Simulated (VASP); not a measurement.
# PdC3 (Im-3m) in VASP: notebook, part 2 of 2

VASP 6.6.1.

## Step 3: Relaxation of cell and atoms, PBE

File INCAR:

```
PREC = Accurate ; ENCUT = 600
EDIFF = 1E-7 ; ISMEAR = 0
SIGMA = 0.1 ; LREAL = F
LASPH = T ; NELM = 100
ALGO = Normal ; ISIF = 3
LWAVE = F ; LCHARG = F
GGA = PE ; IBRION = 2
NSW = 100 ; EDIFFG = -0.01
```

File KPOINTS:

```
Automatic mesh
0
Gamma
  16 16 16
```

File POSCAR:

```
PdC3
1.0
   -2.0672695413      2.0672695413      2.0672695413
    2.0672695413     -2.0672695413      2.0672695413
    2.0672695413      2.0672695413     -2.0672695413
Pd C
1 3
Direct
    0.0000000000      0.0000000000      0.0000000000
    0.0000000000      0.5000000000      0.5000000000
    0.5000000000      0.0000000000      0.5000000000
    0.5000000000      0.5000000000      0.0000000000
```

Potentials or basis: VASP PAW PBE potentials, release 64 (Pd, C).

Command:

```sh
$ cat potpaw_PBE.64/Pd/POTCAR potpaw_PBE.64/C/POTCAR > POTCAR
$ mpirun -np 1 vasp_std > vasp.out
```

OUTCAR:

```text
PREC = Accurate
   ENCUT = 600
   EDIFF = 1E-7
   ISMEAR = 0
   LREAL = F
   LASPH = T
   NELM = 100
   ISIF = 3
   GGA = PE
   IBRION = 2
   NSW = 100
   EDIFFG = -0.01

 ion  position               nearest neighbor table
   1  0.000  0.000  0.000-   2 2.07   3 2.07   4 2.07   2 2.07   3 2.07   4 2.07
   2  0.000  0.500  0.500-   1 2.07   3 2.07   4 2.07   1 2.07   4 2.07   3 2.07
   3  0.500  0.000  0.500-   1 2.07   2 2.07   4 2.07   4 2.07   1 2.07   2 2.07
   4  0.500  0.500  0.000-   1 2.07   2 2.07   3 2.07   3 2.07   2 2.07   1 2.07

  LATTYP: Found a body centered cubic cell.
 ALAT       =     4.1345390826

  Lattice vectors:

 A1 = (  -2.0672695413,   2.0672695413,   2.0672695413)
 A2 = (   2.0672695413,  -2.0672695413,   2.0672695413)
 A3 = (   2.0672695413,   2.0672695413,  -2.0672695413)

Analysis of symmetry for initial positions (statically):
=====================================================================
 Subroutine PRICEL returns:
 Original cell was already a primitive cell.

 Routine SETGRP: Setting up the symmetry group for a
 body centered cubic supercell.

 Subroutine GETGRP returns: Found 48 space group operations
 (whereof 48 operations were pure point group operations)
 out of a pool of 48 trial point group operations.

The static configuration has the point symmetry O_h .

Analysis of symmetry for dynamics (positions and initial velocities):
=====================================================================
 Subroutine PRICEL returns:
 Original cell was already a primitive cell.

 Routine SETGRP: Setting up the symmetry group for a
 body centered cubic supercell.

 Subroutine GETGRP returns: Found 48 space group operations
 (whereof 48 operations were pure point group operations)
 out of a pool of 48 trial point group operations.

The dynamic configuration has the point symmetry O_h .

 Subroutine INISYM returns: Found 48 space group operations
[... 135 lines left out ...]
  energy-cutoff  :      600.00
  volume of cell :       35.34
 maximum number of plane-waves:      1205
 NGX is ok and might be reduce to    30
   NGX = 15   NGY = 15   NGZ = 15

 number of electron      22.0000000 magnetization

 Free energy of the ion-electron system (eV)
  ---------------------------------------------------
  ext. energy  EPLUGINS =         0.00000000
  ---------------------------------------------------
  free energy    TOTEN  =       -22.91947556 eV

  energy without entropy =      -22.91080354  energy(sigma->0) =      -22.91513955

 E-fermi :   8.7424     XC(G=0): -12.9553

 val. band max:        8.7391283658   @ k =  -0.3750   0.4375   0.2500
 cond. band min:       8.7481748341   @ k =  -0.3125   0.3125   0.2500
 fundamental gap:      0.0090464683
 Fermi energy:         8.7424110498

 k-point     1 :       0.0000    0.0000    0.0000
  band No.  band energies     occupation
      1      -7.0847      2.00000
      2       0.7675      2.00000
      3       0.7675      2.00000
      4       4.4102      2.00000
      5       4.4102      2.00000
      6       4.4102      2.00000
      7       4.6971      2.00000
      8       4.6971      2.00000
      9       4.6971      2.00000
     10       7.9024      2.00000
     11       7.9024      2.00000
     12       7.9024      2.00000
     13       8.9447      0.00422
     14       8.9447      0.00422
[... 401 lines left out ...]
      2      -2.0468      2.00000
      3      -0.1002      2.00000
      4       2.3456      2.00000
      5       2.8152      2.00000
      6       4.2416      2.00000
      7       4.8698      2.00000
      8       5.2823      2.00000
      9       5.6598      2.00000
     10       6.9615      2.00000
     11       8.2961      2.00000
     12      10.2302      0.00000
     13      11.7648      0.00000
     14      12.1232      0.00000
     15      13.8773      0.00000

 [... further k-points ...]

------------------------ aborting loop because EDIFF is reached ----------------------------------------

  FORCE on cell =-STRESS in cart. coord.  units (eV):
  Direction    XX          YY          ZZ          XY          YZ          ZX
  --------------------------------------------------------------------------------------
  -------------------------------------------------------------------------------------
  Total        0.0256872      0.0256872      0.0256872      0.0000000      0.0000000     -0.0000000
  in kB        1.1645974      1.1645974      1.1645974      0.0000000      0.0000000     -0.0000000
  external PRESSURE =       1.1645974 kB  Pullay stress =       0.0000000 kB

 VOLUME and BASIS-vectors are now :
 -----------------------------------------------------------------------------
  energy-cutoff  :      600.00
  volume of cell :       35.34
      direct lattice vectors                 reciprocal lattice vectors
    -2.067269541  2.067269541  2.067269541     0.000000000  0.241864929  0.241864929
     2.067269541 -2.067269541  2.067269541     0.241864929  0.000000000  0.241864929
     2.067269541  2.067269541 -2.067269541     0.241864929  0.241864929  0.000000000

 POSITION                                       TOTAL-FORCE (eV/Angst)
 -----------------------------------------------------------------------------------
      0.00000      0.00000      0.00000        -0.000000     -0.000000      0.000000
      2.06727      0.00000      0.00000        -0.000000      0.000000     -0.000000
      0.00000      2.06727      0.00000         0.000000      0.000000     -0.000000
      0.00000      0.00000      2.06727         0.000000      0.000000      0.000000
 -----------------------------------------------------------------------------------
    total drift:                                0.000000     -0.000000      0.000000

  FREE ENERGIE OF THE ION-ELECTRON SYSTEM (eV)
  ---------------------------------------------------
  free  energy   TOTEN  =       -22.9194755564 eV

  energy  without entropy=      -22.9108035423  energy(sigma->0) =      -22.91513955

 reached required accuracy - stopping structural energy minimisation
```

OSZICAR:

```text
N       E                     dE             d eps       ncg     rms          rms(c)
DAV:   1     0.112659828384E+03    0.11266E+03   -0.12323E+04  4350   0.157E+03
DAV:   2    -0.202443911672E+02   -0.13290E+03   -0.12960E+03  5617   0.294E+02
DAV:   3    -0.254117800876E+02   -0.51674E+01   -0.50651E+01  5072   0.586E+01
DAV:   4    -0.255080659984E+02   -0.96286E-01   -0.96072E-01  6126   0.792E+00
DAV:   5    -0.255094539122E+02   -0.13879E-02   -0.13873E-02  5148   0.850E-01    0.207E+01
DAV:   6    -0.250176335233E+02    0.49182E+00   -0.49739E+01  4938   0.643E+01    0.193E+01
DAV:   7    -0.229411841464E+02    0.20764E+01   -0.74168E+00  4610   0.350E+01    0.522E+00
DAV:   8    -0.229436050662E+02   -0.24209E-02   -0.10628E+00  5189   0.919E+00    0.268E+00
DAV:   9    -0.229196068988E+02    0.23998E-01   -0.12089E-01  4931   0.398E+00    0.228E-01
DAV:  10    -0.229194602778E+02    0.14662E-03   -0.70241E-03  5254   0.633E-01    0.194E-01
DAV:  11    -0.229194787018E+02   -0.18424E-04   -0.26493E-04  5664   0.163E-01    0.281E-02
DAV:  12    -0.229194772612E+02    0.14406E-05   -0.23968E-05  5001   0.420E-02    0.131E-02
DAV:  13    -0.229194755414E+02    0.17197E-05   -0.72861E-06  5792   0.274E-02    0.273E-03
DAV:  14    -0.229194755564E+02   -0.14944E-07   -0.56190E-07  4777   0.606E-03
   1 F= -.22919476E+02 E0= -.22915140E+02  d E =-.229195E+02
```

Run time: 44 s. Hardware: 1 thread of Intel Xeon 6975P-C (Granite Rapids), shared host; peak memory 0.23 GiB.

Results:

- Free energy: -22.9195 eV
- Pressure after relaxing: 0.1 GPa
- Band gap on the k mesh: zero (bands 11 and 12 overlap by 2.89 eV)

Final structure:
```xyz
4
Lattice="-2.0673 2.0673 2.0673 2.0673 -2.0673 2.0673 2.0673 2.0673 -2.0673" Properties=species:S:1:pos:R:3 pbc="T T T"
Pd    0.0000    0.0000    0.0000
C     2.0673    0.0000    0.0000
C     0.0000    2.0673    0.0000
C     0.0000    0.0000    2.0673
```

Caveat: the relaxation stopped at its first step, so nothing moved.
